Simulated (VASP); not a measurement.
# Cu3Sn2 (P-6m2) in VASP: single point with PBE

Aim: the single point of Cu3Sn2 with PBE.

Everything below comes from runs of VASP 6.6.1. Logs are shortened: lines on timing, memory, paths and dates and some standing lists are left out, and cuts for length are marked.

## 1. The cell of the first run

The structure is hexagonal, space group P-6m2 (No. 187). The conventional cell has a = 3.726 Å, b = 3.726 Å, c = 16.349 Å, α = 90.00°, β = 90.00°, γ = 120.00°. Within 3.3 Å of Cu (site symmetry 3m) lie 6 Cu at 2.49 Å and 2 Sn at 2.80 to 2.86 Å. Cu (site symmetry 3m) has 4 Cu at 2.49 to 2.52 Å and 3 Sn at 2.68 Å within 3.3 Å. Within 3.3 Å of Cu (site symmetry 3m) lie 5 Cu at 2.49 to 3.08 Å and 3 Sn at 2.64 Å. Sn (site symmetry 3m) has 4 Cu at 2.68 to 2.86 Å and 3 Sn at 3.31 Å within 3.5 Å. Within 3.5 Å of Sn (site symmetry -6m2) lie 8 Cu at 2.64 to 2.80 Å. Within 4.4 Å of Sn (site symmetry -6m2) lie 12 Sn at 3.31 to 3.73 Å and 2 Cu at 4.12 Å.

## 2. Single point, PBE

Contents of INCAR:

```
SYSTEM = Cu3Sn2
PREC = Accurate
ENCUT = 520
EDIFF = 1E-7
ISMEAR = 0
SIGMA = 0.1
LREAL = .False.
LASPH = .True.
NELM = 80
ALGO = Fast
ISIF = 2
LWAVE = .False.
LCHARG = .False.
GGA = PE
NBANDS = 72
```

Contents of KPOINTS:

```
regular mesh
0
Gamma
  12 12 2
  0 0 0
```

Contents of POSCAR:

```
Cu3Sn2
1.0
    3.7255874442      0.0000000000      0.0000000000
   -1.8627937221      3.2264533707      0.0000000000
    0.0000000000      0.0000000000     16.3493558503
Cu Sn
6 4
Direct
    0.3333333333      0.6666666667      0.6711073688
    0.3333333333      0.6666666667      0.3288926312
    0.6666666667      0.3333333333      0.7480088640
    0.6666666667      0.3333333333      0.2519911360
    0.6666666667      0.3333333333      0.4059472524
    0.6666666667      0.3333333333      0.5940527476
    0.3333333333      0.6666666667      0.8462125511
    0.3333333333      0.6666666667      0.1537874489
    0.3333333333      0.6666666667      0.5000000000
    0.6666666667      0.3333333333      0.0000000000
```

Potentials or basis: VASP PAW PBE potentials, release 64 (Cu, Sn_d).

Run with:

```console
cat potpaw_PBE.64/Cu/POTCAR potpaw_PBE.64/Sn_d/POTCAR > POTCAR
mpirun -np 1 vasp_std > vasp.out
```

OUTCAR:

```text
SYSTEM = Cu3Sn2
   PREC = Accurate
   ENCUT = 520
   EDIFF = 1E-7
   ISMEAR = 0
   LREAL = .False.
   LASPH = .True.
   NELM = 80
   ISIF = 2
   GGA = PE

 ion  position               nearest neighbor table
   1  0.333  0.667  0.671-   3 2.49   3 2.49   3 2.49   6 2.49   6 2.49   6 2.49   9 2.80   7 2.86

   2  0.333  0.667  0.329-   4 2.49   4 2.49   4 2.49   5 2.49   5 2.49   5 2.49   9 2.80   8 2.86

   3  0.667  0.333  0.748-   1 2.49   1 2.49   1 2.49   6 2.52   7 2.68   7 2.68   7 2.68
   4  0.667  0.333  0.252-   2 2.49   2 2.49   2 2.49   5 2.52   8 2.68   8 2.68   8 2.68
   5  0.667  0.333  0.406-   2 2.49   2 2.49   2 2.49   4 2.52   9 2.64   9 2.64   9 2.64
   6  0.667  0.333  0.594-   1 2.49   1 2.49   1 2.49   3 2.52   9 2.64   9 2.64   9 2.64
   7  0.333  0.667  0.846-   3 2.68   3 2.68   3 2.68   1 2.86  10 3.31  10 3.31  10 3.31
   8  0.333  0.667  0.154-   4 2.68   4 2.68   4 2.68   2 2.86  10 3.31  10 3.31  10 3.31
   9  0.333  0.667  0.500-   5 2.64   6 2.64   5 2.64   6 2.64   5 2.64   6 2.64   1 2.80   2 2.80

  10  0.667  0.333  0.000-   7 3.31   8 3.31   7 3.31   8 3.31   7 3.31   8 3.31

  LATTYP: Found a hexagonal cell.
 ALAT       =     3.7255874442
 C/A-ratio  =     4.3883967549

  Lattice vectors:

 A1 = (   3.7255874442,   0.0000000000,   0.0000000000)
 A2 = (  -1.8627937221,   3.2264533707,   0.0000000000)
 A3 = (   0.0000000000,   0.0000000000,  16.3493558503)

Analysis of symmetry for initial positions (statically):
=====================================================================
 Subroutine PRICEL returns:
 Original cell was already a primitive cell.

 Routine SETGRP: Setting up the symmetry group for a
 hexagonal supercell.

 Subroutine GETGRP returns: Found 12 space group operations
 (whereof 12 operations were pure point group operations)
 out of a pool of 24 trial point group operations.

The static configuration has the point symmetry D_3h.

Analysis of symmetry for dynamics (positions and initial velocities):
=====================================================================
 Subroutine PRICEL returns:
 Original cell was already a primitive cell.

 Routine SETGRP: Setting up the symmetry group for a
 hexagonal supercell.

 Subroutine GETGRP returns: Found 12 space group operations
 (whereof 12 operations were pure point group operations)
 out of a pool of 24 trial point group operations.

The dynamic configuration has the point symmetry D_3h.

 Subroutine INISYM returns: Found 12 space group operations
[... 118 lines left out ...]
   NFREE  =      0    steps in history (QN), initial steepest desc. (CG)
   ISIF   =      2    stress and relaxation
   ISYM   =      2    0-nonsym 1-usesym 2-fastsym
   POTIM  = 0.5000    time-step for ionic-motion
   TEBEG  =    0.0;   TEEND  =   0.0 temperature during run
   PSTRESS=    0.0 pullay stress
   NELECT =     122.0000    total number of electrons
   NUPDOWN=      -1.0000    fix difference up-down
   EMIN   =  10.00;   EMAX   =-10.00  energy-range for DOS
   EFERMI =   0.00;   METHOD = LEGACY
   ISMEAR =     0;   SIGMA  =   0.10  broadening in eV -4-tet -1-fermi 0-gaus
   EFERMI_NEDOS =   21; number of points for ismear=-14 and -15
   IALGO  =     68    algorithm
   IMIX   =      4    mixing-type and parameters
     AMIX     =   0.40;   BMIX     =  1.00
     AMIX_MAG =   1.60;   BMIX_MAG =  1.00
  volume/ion in A,a.u.               =      19.65       132.62
  Fermi-wavevector in a.u.,A,eV,Ry     =   1.396544  2.639085 26.535906  1.950334
  Thomas-Fermi vector in A             =   2.519887
   LORBIT       =      0    0 simple, 1 ext, 2 COOP (PROOUT), +10 PAW based schemes
   GGA     = PE    functional components
   LHFCALC =     F    Hartree Fock is set to
   AEXX    =    0.0000 exact exchange contribution
   IVDW    =     0    specifies the selected vdW correction
   LEPSILON=     F    determine dielectric tensor
   LRPA    =     F    only Hartree local field effects (RPA)
 non-spin polarized calculation
 RMM-DIIS sequential band-by-band and
 Gauss-broadening in eV      SIGMA  =   0.10
  energy-cutoff  :      520.00
  volume of cell :      196.53
 maximum number of plane-waves:      5320
 NGX is ok and might be reduce to    28
   NGX = 13   NGY = 13   NGZ = 61

 number of electron     121.9999970 magnetization

 Free energy of the ion-electron system (eV)
  ---------------------------------------------------
  ext. energy  EPLUGINS =         0.00000000
  ---------------------------------------------------
  free energy    TOTEN  =       -35.52784958 eV

  energy without entropy =      -35.49512027  energy(sigma->0) =      -35.51148493

 E-fermi :   6.7958     XC(G=0): -10.7642

 val. band max:        6.7860153462   @ k =   0.1667   0.1667   0.5000
 cond. band min:       6.8043917581   @ k =   0.2500   0.1667   0.5000
 fundamental gap:      0.0183764119
 Fermi energy:         6.7957798421

 k-point     1 :       0.0000    0.0000    0.0000
  band No.  band energies     occupation
      1     -14.8540      2.00000
      2     -14.8540      2.00000
      3     -14.8470      2.00000
      4     -14.8314      2.00000
      5     -14.8314      2.00000
      6     -14.6416      2.00000
[... 1789 lines left out ...]
     71      11.5849      0.00000
     72      12.0227      0.00000

 [... further k-points ...]
[... 5 lines left out ...]
  --------------------------------------------------------------------------------------
  -------------------------------------------------------------------------------------
  Total        0.2120904      0.2120904      0.2796426      0.0000000      0.0000000      0.0000000
  in kB        1.7290632      1.7290632      2.2797812      0.0000000      0.0000000      0.0000000
  external PRESSURE =       1.9126358 kB  Pullay stress =       0.0000000 kB

 VOLUME and BASIS-vectors are now :
 -----------------------------------------------------------------------------
  energy-cutoff  :      520.00
  volume of cell :      196.53
      direct lattice vectors                 reciprocal lattice vectors
     3.725587444  0.000000000  0.000000000     0.268414046  0.154968922  0.000000000
    -1.862793722  3.226453371  0.000000000     0.000000000  0.309937844  0.000000000
     0.000000000  0.000000000 16.349355850     0.000000000  0.000000000  0.061164489

 POSITION                                       TOTAL-FORCE (eV/Angst)
 -----------------------------------------------------------------------------------
     -0.00000      2.15097     10.97217         0.000000     -0.000000      0.000755
     -0.00000      2.15097      5.37718         0.000000     -0.000000     -0.000755
      1.86279      1.07548     12.22946        -0.000000      0.000000      0.008857
      1.86279      1.07548      4.11989        -0.000000      0.000000     -0.008857
      1.86279      1.07548      6.63698        -0.000000     -0.000000      0.002875
      1.86279      1.07548      9.71238        -0.000000     -0.000000     -0.002875
     -0.00000      2.15097     13.83503        -0.000000     -0.000000      0.028513
     -0.00000      2.15097      2.51433        -0.000000     -0.000000     -0.028513
     -0.00000      2.15097      8.17468        -0.000000     -0.000000      0.000000
      1.86279      1.07548      0.00000        -0.000000     -0.000000      0.000000
 -----------------------------------------------------------------------------------
    total drift:                                0.000001     -0.000001      0.000000

  FREE ENERGIE OF THE ION-ELECTRON SYSTEM (eV)
  ---------------------------------------------------
  free  energy   TOTEN  =       -35.5278495780 eV

  energy  without entropy=      -35.4951202727  energy(sigma->0) =      -35.51148493
```

OSZICAR:

```text
N       E                     dE             d eps       ncg     rms          rms(c)
DAV:   1     0.139909268165E+04    0.13991E+04   -0.54221E+04  5480   0.279E+03
DAV:   2     0.239703003942E+03   -0.11594E+04   -0.11349E+04  5472   0.731E+02
DAV:   3    -0.216189982371E+02   -0.26132E+03   -0.25171E+03  5496   0.298E+02
[... 18 lines left out ...]
RMM:  22    -0.355278496125E+02    0.39162E-05   -0.31970E-06  7166   0.127E-02    0.704E-03
RMM:  23    -0.355278492218E+02    0.39074E-06   -0.18530E-06  6614   0.107E-02    0.383E-03
RMM:  24    -0.355278493654E+02   -0.14363E-06   -0.28768E-07  3952   0.263E-03    0.267E-03
RMM:  25    -0.355278496454E+02   -0.28000E-06   -0.93250E-08  3245   0.266E-03    0.117E-03
RMM:  26    -0.355278495780E+02    0.67410E-07   -0.46461E-08  3222   0.179E-03
   1 F= -.35527850E+02 E0= -.35511485E+02  d E =-.327293E-01
```

stdout:

```text
POSCAR found type information on POSCAR CuSn
 POSCAR found :  2 types and      10 ions
 scaLAPACK will be used
 LDA part: xc-table for (Slater+PW92), standard interpolation
 POSCAR, INCAR and KPOINTS ok, starting setup
 FFT: planning ... GRIDC
 FFT: planning ... GRID_SOFT
 FFT: planning ... GRID
 WAVECAR not read
 entering main loop
 num prob RMM:  25    -0.355278496454E+02   -0.28000E-06   -0.93250E-08  3245   0.266E-03    0.117E-03
 num prob RMM:  26    -0.355278495780E+02    0.67410E-07   -0.46461E-08  3222   0.179E-03
```

It took 22 min on 1 thread of Intel Xeon Platinum 8375C at 2.90GHz (Ice Lake), shared host; peak memory 0.56 GiB.

Results:

```
Free energy            : -35.5278 eV
Pressure               : 0.2 GPa
Largest force          : 0.029 eV/Å
Band gap on the k mesh : zero (bands 61 and 62 overlap by 4.52 eV)
```

Forces in eV/Å, atoms in the order of the input:
```
Cu   0.000  0.000  0.001
Cu   0.000  0.000 -0.001
Cu   0.000  0.000  0.009
Cu   0.000  0.000 -0.009
Cu   0.000  0.000  0.003
Cu   0.000  0.000 -0.003
Sn   0.000  0.000  0.029
Sn   0.000  0.000 -0.029
Sn   0.000  0.000  0.000
Sn   0.000  0.000  0.000
```

Levels at points of the mesh, in eV from the Fermi level:
| k point | band 58 | band 59 | band 60 | band 61 | band 62 | band 63 | band 64 | band 65 |
| --- | --- | --- | --- | --- | --- | --- | --- | --- |
| (0.00, 0.00, 0.00) | 0.41 | 0.70 | 3.45 | 3.45 | 4.07 | 4.07 | 4.28 | 4.28 |
| (0.50, 0.00, 0.00) | -1.35 | -1.35 | -1.23 | -0.73 | -0.59 | 0.71 | 1.00 | 1.45 |
| (0.00, 0.00, 0.50) | -1.01 | 2.37 | 3.30 | 3.47 | 3.47 | 3.95 | 3.95 | 4.43 |
| (0.50, 0.00, 0.50) | -1.69 | -1.30 | -1.18 | -0.67 | -0.37 | 0.86 | 1.03 | 1.05 |

Caveat: spin-orbit coupling is left out, which moves the levels of the heavy elements.
